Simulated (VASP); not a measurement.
# KTaO3 (P4/mmm) in VASP: a series of runs

The runs below take KTaO3 through single point, with PBEsol.

All numbers are computed with VASP 6.6.1; they aren't measurements. Logs are shortened: lines on timing, memory, paths and dates and some standing lists are left out, and cuts for length are marked.

### 1 The cell of the first run

Symmetry: P4/mmm, No. 123, tetragonal system. Conventional cell: a = 4.149 Å, b = 4.149 Å, c = 3.678 Å, α = 90.00°, β = 90.00°, γ = 90.00°. K (site symmetry 4/mmm) has 12 O at 2.77 to 2.93 Å and 8 Ta at 3.46 Å and 2 K at 3.68 Å within 3.7 Å. Within 2.4 Å of Ta (site symmetry 4/mmm) lie 6 O at 1.84 to 2.07 Å. O (site symmetry mmm) has 2 Ta at 2.07 Å within 2.7 Å. Within 2.4 Å of O (site symmetry 4/mmm) lie 2 Ta at 1.84 Å.

### 2 Single point, PBEsol (volume 12.660 Å^3 an atom, c/a of the conventional cell 0.8864)

Input file INCAR:

```
SYSTEM = KTaO3
ALGO = Normal ; EDIFF = 1E-7
ENCUT = 520 ; GGA = PS
ISIF = 2 ; ISMEAR = 0
LASPH = .TRUE. ; LCHARG = .FALSE.
LREAL = .FALSE. ; LWAVE = .FALSE.
NBANDS = 27 ; NELM = 100
PREC = Accurate ; SIGMA = 0.05
```

Input file KPOINTS:

```
k-points
0
G
  8 8 8
  0 0 0
```

Input file POSCAR:

```
KTaO3
1.0
    4.1488152945      0.0000000000      0.0000000000
    0.0000000000      4.1488152945      0.0000000000
    0.0000000000      0.0000000000      3.6775098770
K Ta O
1 1 3
Direct
    0.5000000000      0.5000000000      0.5000000000
    0.0000000000      0.0000000000      0.0000000000
    0.5000000000      0.0000000000      0.0000000000
    0.0000000000      0.5000000000      0.0000000000
    0.0000000000      0.0000000000      0.5000000000
```

Potentials or basis: VASP PAW PBE potentials, release 64 (K_sv, Ta_pv, O).

Run with:

```
cat potpaw_PBE.64/K_sv/POTCAR potpaw_PBE.64/Ta_pv/POTCAR potpaw_PBE.64/O/POTCAR > POTCAR
mpirun -np 1 vasp_std > vasp.out
```

OUTCAR:

```text
SYSTEM = KTaO3
   EDIFF = 1E-7
   ENCUT = 520
   GGA = PS
   ISIF = 2
   ISMEAR = 0
   LASPH = .TRUE.
   LREAL = .FALSE.
   NELM = 100
   PREC = Accurate

 ion  position               nearest neighbor table
   1  0.500  0.500  0.500-   3 2.77   4 2.77   3 2.77   4 2.77   3 2.77   3 2.77   4 2.77   4 2.77
                             2 3.46   2 3.46   2 3.46   2 3.46   2 3.46   2 3.46   2 3.46   2 3.46
   2  0.000  0.000  0.000-   5 1.84   5 1.84   3 2.07   4 2.07   4 2.07   3 2.07   1 3.46   1 3.46
                             1 3.46   1 3.46   1 3.46   1 3.46   1 3.46   1 3.46
   3  0.500  0.000  0.000-   2 2.07   2 2.07   1 2.77   1 2.77   1 2.77   1 2.77
   4  0.000  0.500  0.000-   2 2.07   2 2.07   1 2.77   1 2.77   1 2.77   1 2.77
   5  0.000  0.000  0.500-   2 1.84   2 1.84

  LATTYP: Found a simple tetragonal cell.
 ALAT       =     4.1488152945
 C/A-ratio  =     0.8864000000

  Lattice vectors:

 A1 = (   4.1488152945,   0.0000000000,   0.0000000000)
 A2 = (   0.0000000000,   4.1488152945,   0.0000000000)
 A3 = (   0.0000000000,   0.0000000000,   3.6775098770)

Analysis of symmetry for initial positions (statically):
=====================================================================
 Subroutine PRICEL returns:
 Original cell was already a primitive cell.

 Routine SETGRP: Setting up the symmetry group for a
 simple tetragonal supercell.

 Subroutine GETGRP returns: Found 16 space group operations
 (whereof 16 operations were pure point group operations)
 out of a pool of 16 trial point group operations.

The static configuration has the point symmetry D_4h.

Analysis of symmetry for dynamics (positions and initial velocities):
=====================================================================
 Subroutine PRICEL returns:
 Original cell was already a primitive cell.

 Routine SETGRP: Setting up the symmetry group for a
 simple tetragonal supercell.

 Subroutine GETGRP returns: Found 16 space group operations
 (whereof 16 operations were pure point group operations)
 out of a pool of 16 trial point group operations.

The dynamic configuration has the point symmetry D_4h.

 Subroutine INISYM returns: Found 16 space group operations
 (whereof 16 operations are pure point group operations),
 and found     1 'primitive' translations

----------------------------------------------------------------------------------------

                                     Primitive cell

  volume of cell :      63.2998

  direct lattice vectors                    reciprocal lattice vectors
     4.148815295  0.000000000  0.000000000     0.241032663  0.000000000  0.000000000
     0.000000000  4.148815295  0.000000000     0.000000000  0.241032663  0.000000000
     0.000000000  0.000000000  3.677509877     0.000000000  0.000000000  0.271923131

  length of vectors
     4.148815295  4.148815295  3.677509877     0.241032663  0.241032663  0.271923131

  position of ions in fractional coordinates (direct lattice)
     0.500000000  0.500000000  0.500000000
     0.000000000  0.000000000  0.000000000
     0.500000000  0.000000000  0.000000000
     0.000000000  0.500000000  0.000000000
     0.000000000  0.000000000  0.500000000

  ion indices of the primitive-cell ions
   primitive index   ion index
                 1           1
                 2           2
                 3           3
                 4           4
                 5           5

----------------------------------------------------------------------------------------

 KPOINTS: k-points

Automatic generation of k-mesh.
 Grid dimensions read from file:
 generate k-points for:    8    8    8

 Generating k-lattice:

  Cartesian coordinates                     Fractional coordinates (reciprocal lattice)
     0.030129083  0.000000000  0.000000000     0.125000000  0.000000000  0.000000000
     0.000000000  0.030129083  0.000000000     0.000000000  0.125000000  0.000000000
     0.000000000  0.000000000  0.033990391     0.000000000  0.000000000  0.125000000

  Length of vectors
     0.030129083  0.030129083  0.033990391

  Shift w.r.t. Gamma in fractional coordinates (k-lattice)
     0.000000000  0.000000000  0.000000000

 Subroutine IBZKPT returns following result:
 ===========================================

 Found     75 irreducible k-points:

 Following reciprocal coordinates:
            Coordinates               Weight
  0.000000  0.000000  0.000000      1.000000
  0.125000  0.000000  0.000000      4.000000
  0.250000  0.000000  0.000000      4.000000
  0.375000  0.000000  0.000000      4.000000
  0.500000  0.000000  0.000000      2.000000
  0.125000  0.125000  0.000000      4.000000
[... 16 lines left out ...]
  0.375000  0.125000  0.125000     16.000000
  0.500000  0.125000  0.125000      8.000000
 [... further k-points ...]
   k-points           NKPTS =     75   k-points in BZ     NKDIM =     75   number of bands    NBANDS=     27
   number of dos      NEDOS =    301   number of ions     NIONS =      5
   total plane-waves  NPLWV =  28672
   dimension x,y,z NGX =    32 NGY =   32 NGZ =   28
   dimension x,y,z NGXF=    64 NGYF=   64 NGZF=   56
   ions per type =               1   1   3
   NGX,Y,Z   is equivalent  to a cutoff of  12.82, 12.82, 12.66 a.u.
   NGXF,Y,Z  is equivalent  to a cutoff of  25.65, 25.65, 25.32 a.u.
 SYSTEM =  KTaO3
   PREC   = accura    normal or accurate (medium, high low for compatibility)
   ISTART =      0    job   : 0-new  1-cont  2-samecut
   ICHARG =      2    charge: 1-file 2-atom 10-const
   ISPIN  =      1    spin polarized calculation?
   LNONCOLLINEAR =      F non collinear calculations
   LSORBIT =      F    spin-orbit coupling
   LASPH  =      T    aspherical Exc in radial PAW
   ENCUT  =  520.0 eV  38.22 Ry    6.18 a.u.   7.71  7.71  6.84*2*pi/ulx,y,z
   NELM   =    100;   NELMIN=  2; NELMDL= -5     # of ELM steps
   EDIFF  = 0.1E-06   stopping-criterion for ELM
   LREAL  =      F    real-space projection
   EDIFFG = 0.1E-05   stopping-criterion for IOM
   NSW    =      0    number of steps for IOM
   IBRION =     -1    ionic relax: 0-MD 1-quasi-New 2-CG
   NFREE  =      0    steps in history (QN), initial steepest desc. (CG)
   ISIF   =      2    stress and relaxation
   ISYM   =      2    0-nonsym 1-usesym 2-fastsym
   POTIM  = 0.5000    time-step for ionic-motion
   TEBEG  =    0.0;   TEEND  =   0.0 temperature during run
   PSTRESS=    0.0 pullay stress
   NELECT =      38.0000    total number of electrons
   NUPDOWN=      -1.0000    fix difference up-down
   EMIN   =  10.00;   EMAX   =-10.00  energy-range for DOS
   EFERMI =   0.00;   METHOD = LEGACY
   ISMEAR =     0;   SIGMA  =   0.05  broadening in eV -4-tet -1-fermi 0-gaus
   EFERMI_NEDOS =   21; number of points for ismear=-14 and -15
   IALGO  =     38    algorithm
   IMIX   =      4    mixing-type and parameters
     AMIX     =   0.40;   BMIX     =  1.00
     AMIX_MAG =   1.60;   BMIX_MAG =  1.00
  volume/ion in A,a.u.               =      12.66        85.43
  Fermi-wavevector in a.u.,A,eV,Ry     =   1.381027  2.609762 25.949497  1.907234
  Thomas-Fermi vector in A             =   2.505849
   LORBIT       =      0    0 simple, 1 ext, 2 COOP (PROOUT), +10 PAW based schemes
   GGA     = PS    functional components
   LHFCALC =     F    Hartree Fock is set to
   AEXX    =    0.0000 exact exchange contribution
   IVDW    =     0    specifies the selected vdW correction
   LEPSILON=     F    determine dielectric tensor
   LRPA    =     F    only Hartree local field effects (RPA)
 non-spin polarized calculation
 Gauss-broadening in eV      SIGMA  =   0.05
  energy-cutoff  :      520.00
  volume of cell :       63.30
 maximum number of plane-waves:      1736
 NGX is ok and might be reduce to    32
   NGX = 15   NGY = 15   NGZ = 13

 number of electron      38.0000008 magnetization

 Free energy of the ion-electron system (eV)
  ---------------------------------------------------
  ext. energy  EPLUGINS =         0.00000000
  ---------------------------------------------------
  free energy    TOTEN  =       -42.08627538 eV

  energy without entropy =      -42.08627538  energy(sigma->0) =      -42.08627538

 E-fermi :   2.0761     XC(G=0): -11.1462

 val. band max:        1.7599850635   @ k =   0.5000   0.5000   0.5000
 cond. band min:       3.6190010941   @ k =   0.0000   0.0000   0.0000
 fundamental gap:      1.8590160306
 Fermi energy:         2.0761137254

 k-point     1 :       0.0000    0.0000    0.0000
  band No.  band energies     occupation
      1     -32.6165      2.00000
      2     -32.3102      2.00000
      3     -32.3102      2.00000
      4     -25.3996      2.00000
      5     -16.7380      2.00000
      6     -14.9237      2.00000
[... 19 lines left out ...]
     26      10.0117      0.00000
     27      10.0426      0.00000

 k-point     2 :       0.1250    0.0000    0.0000
  band No.  band energies     occupation
      1     -32.6162      2.00000
      2     -32.3182      2.00000
      3     -32.3098      2.00000
      4     -25.3961      2.00000
      5     -16.7379      2.00000
      6     -14.8772      2.00000
[... 19 lines left out ...]
     26      10.1916      0.00000
     27      10.2185      0.00000

 k-point     3 :       0.2500    0.0000    0.0000
  band No.  band energies     occupation
      1     -32.6155      2.00000
      2     -32.3377      2.00000
      3     -32.3091      2.00000
      4     -25.3877      2.00000
      5     -16.7398      2.00000
      6     -14.8287      2.00000
[... 19 lines left out ...]
     26      10.7133      0.00000
     27      10.7585      0.00000

 k-point     4 :       0.3750    0.0000    0.0000
  band No.  band energies     occupation
      1     -32.6148      2.00000
      2     -32.3570      2.00000
      3     -32.3084      2.00000
      4     -25.3794      2.00000
      5     -16.7436      2.00000
      6     -14.8278      2.00000
[... 19 lines left out ...]
     26      11.3459      0.00000
     27      11.6256      0.00000
[... 516 lines left out ...]
      4     -25.3789      2.00000
      5     -16.4641      2.00000
      6     -14.7328      2.00000
[... 19 lines left out ...]
     26      11.0544      0.00000
     27      11.4167      0.00000

 k-point    23 :       0.3750    0.1250    0.1250
  band No.  band energies     occupation
      1     -32.6514      2.00000
      2     -32.3547      2.00000
      3     -32.3147      2.00000
      4     -25.3720      2.00000
      5     -16.4631      2.00000
      6     -14.7134      2.00000
[... 19 lines left out ...]
     26      11.6618      0.00000
     27      12.2370      0.00000

 k-point    24 :       0.5000    0.1250    0.1250
  band No.  band energies     occupation
      1     -32.6511      2.00000
      2     -32.3626      2.00000
      3     -32.3144      2.00000
      4     -25.3691      2.00000
      5     -16.4633      2.00000
      6     -14.7138      2.00000
[... 19 lines left out ...]
     26      11.8249      0.00000
     27      12.4347      0.00000

 [... further k-points ...]
[... 5 lines left out ...]
  --------------------------------------------------------------------------------------
  -------------------------------------------------------------------------------------
  Total       -4.7372490     -4.7372490     17.5080400      0.0000000      0.0000000      0.0000000
  in kB     -119.9042974   -119.9042974    443.1452151      0.0000000      0.0000000      0.0000000
  external PRESSURE =      67.7788734 kB  Pullay stress =       0.0000000 kB

 VOLUME and BASIS-vectors are now :
 -----------------------------------------------------------------------------
  energy-cutoff  :      520.00
  volume of cell :       63.30
      direct lattice vectors                 reciprocal lattice vectors
     4.148815295  0.000000000  0.000000000     0.241032663  0.000000000  0.000000000
     0.000000000  4.148815295  0.000000000     0.000000000  0.241032663  0.000000000
     0.000000000  0.000000000  3.677509877     0.000000000  0.000000000  0.271923131

 POSITION                                       TOTAL-FORCE (eV/Angst)
 -----------------------------------------------------------------------------------
      2.07441      2.07441      1.83875         0.000000      0.000000      0.000000
      0.00000      0.00000      0.00000         0.000000      0.000000      0.000000
      2.07441      0.00000      0.00000         0.000000      0.000000      0.000000
      0.00000      2.07441      0.00000         0.000000      0.000000      0.000000
      0.00000      0.00000      1.83875         0.000000      0.000000      0.000000
 -----------------------------------------------------------------------------------
    total drift:                                0.000000      0.000000     -0.000000

  FREE ENERGIE OF THE ION-ELECTRON SYSTEM (eV)
  ---------------------------------------------------
  free  energy   TOTEN  =       -42.0862753774 eV

  energy  without entropy=      -42.0862753774  energy(sigma->0) =      -42.08627538
```

Wall time 1.8 min (1 thread of Intel Xeon 6975P-C, shared host); peak memory 0.26 GiB.

What came out:

| Property | Result |
| --- | --- |
| Free energy | -42.0863 eV |
| Pressure | 6.8 GPa |
| Band gap on the k mesh | 1.86 eV, indirect (least direct gap 2.36 eV) |

Stress tensor (GPa, compression positive):
```
-11.99   0.00   0.00
  0.00 -11.99   0.00
  0.00   0.00  44.31
```

Caveat: the PAW data sets were made with another functional, which shifts forces and pressure a little; spin-orbit coupling is left out, which moves the levels of the heavy elements.

### 3 Single point, PBEsol (volume 12.660 Å^3 an atom, c/a of the conventional cell 0.9228)

Input file INCAR:

```
SYSTEM = KTaO3
ALGO = Normal
EDIFF = 1E-6
ENCUT = 520
GGA = PS
ISIF = 2
ISMEAR = 0
LASPH = .TRUE.
LCHARG = .FALSE.
LREAL = .FALSE.
LWAVE = .FALSE.
NBANDS = 27
NELM = 60
PREC = Accurate
SIGMA = 0.05
```

KPOINTS is that of step 2.

Edit POSCAR of step 2 so:

```diff
@@ -2,5 +2,5 @@
 1.0
-    4.1488152945      0.0000000000      0.0000000000
-    0.0000000000      4.1488152945      0.0000000000
-    0.0000000000      0.0000000000      3.6775098770
+    4.0935316661      0.0000000000      0.0000000000
+    0.0000000000      4.0935316661      0.0000000000
+    0.0000000000      0.0000000000      3.7775110215
 K Ta O
```

Potentials or basis: VASP PAW PBE potentials, release 64 (K_sv, Ta_pv, O).

Run with:

```
cat potpaw_PBE.64/K_sv/POTCAR potpaw_PBE.64/Ta_pv/POTCAR potpaw_PBE.64/O/POTCAR > POTCAR
mpirun -np 1 vasp_std > vasp.out
```

Run time: 2.3 min. Hardware: 1 thread of Intel Xeon 6975P-C, shared host; peak memory 0.25 GiB.

The run converged. Its results:

| Quantity | Value |
| --- | --- |
| Free energy | -42.5671 eV |
| Pressure | 3.4 GPa |
| Band gap on the k mesh | 1.94 eV, indirect (least direct gap 2.51 eV) |

Stress tensor (GPa, compression positive):
```
-8.25  0.00  0.00
 0.00 -8.25  0.00
 0.00  0.00 26.65
```

Levels at points of the mesh, in eV from the valence-band top:
```tsv
k point	band 16	band 17	band 18	band 19	band 20	band 21	band 22	band 23
(0.00, 0.00, 0.00)	-0.83	-0.64	-0.64	-0.57	1.94	2.07	2.07	5.94
(0.50, 0.00, 0.00)	-2.09	-1.57	-1.03	-0.79	2.19	4.59	4.59	6.52
(0.50, 0.50, 0.00)	-2.09	-2.09	-1.63	-0.07	4.63	4.63	5.78	9.02
(0.00, 0.00, 0.50)	-2.04	-1.50	-0.83	-0.83	2.19	5.69	5.69	6.15
(0.50, 0.00, 0.50)	-1.69	-1.30	-1.23	-0.17	4.67	5.71	6.65	6.94
(0.50, 0.50, 0.50)	-3.45	-0.09	-0.09	0.00	5.95	6.77	6.77	8.41
```

Caveat: the PAW data sets were made with another functional, which shifts forces and pressure a little; spin-orbit coupling is left out, which moves the levels of the heavy elements. A k mesh can miss the band edges.

(Continued in part 2 of 2.)
